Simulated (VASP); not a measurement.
A run of VASP 6.6.1:

File INCAR:

```
PREC = Accurate
ENCUT = 520
EDIFF = 1E-7
ISMEAR = -1
SIGMA = 0.05
LREAL = Auto
LASPH = T
NELM = 60
ALGO = Normal
ISIF = 2
LWAVE = F
LCHARG = F
GGA = PE
NBANDS = 40
```

Contents of KPOINTS:

```
Automatic mesh
0
Gamma
  3 3 1
```

File POSCAR:

```
Li
1.0
    6.9800000000      0.0000000000      0.0000000000
    3.4900000000      4.9356050000      0.0000000000
    0.0000000000      0.0000000000     20.4034080000
Li
17
Direct
   -0.2499997467      0.4999994935      0.0490114201
    0.2500002533      0.4999994935      0.0490114201
   -0.2499994935      0.9999989870      0.0490114201
    0.2500005065      0.9999989870      0.0490114201
    0.0858113480     -0.0542587991      0.1478723554
    0.5863000487     -0.1563536790      0.1744953588
    0.0216429593      0.4579175197      0.1581108411
    0.5647962407      0.4533588081      0.1424026810
   -0.3206434461      0.5231780096      0.2650782654
    0.2829930800      0.4714923500      0.2604662907
   -0.1874035853      0.8683028727      0.3067036644
    0.1767601172      1.0438436625      0.2923286149
    0.2899534103     -0.4309096858      0.4208316571
    0.3882033307      0.0359429087      0.3875136938
   -0.1641109585      0.5130070174      0.4207336343
    0.8276870343      0.1192964186      0.4522381751
    0.3196651902      0.1053974133      0.5289606521
```

Potentials or basis: VASP PAW PBE potentials, release 64 (Li_sv).

Run with:

```sh
$ cat potpaw_PBE.64/Li_sv/POTCAR > POTCAR
$ mpirun -np 1 vasp_std > vasp.out
```

Hardware: 1 thread of Oxide Virtual Turin-like Processor (shared host).

Q: How long does it take, and how much memory?

A: It took 6.1 min on 1 thread of Oxide Virtual Turin-like Processor (shared host), peak memory 0.7 GiB. Counts: scf iterations 22, k points 5.
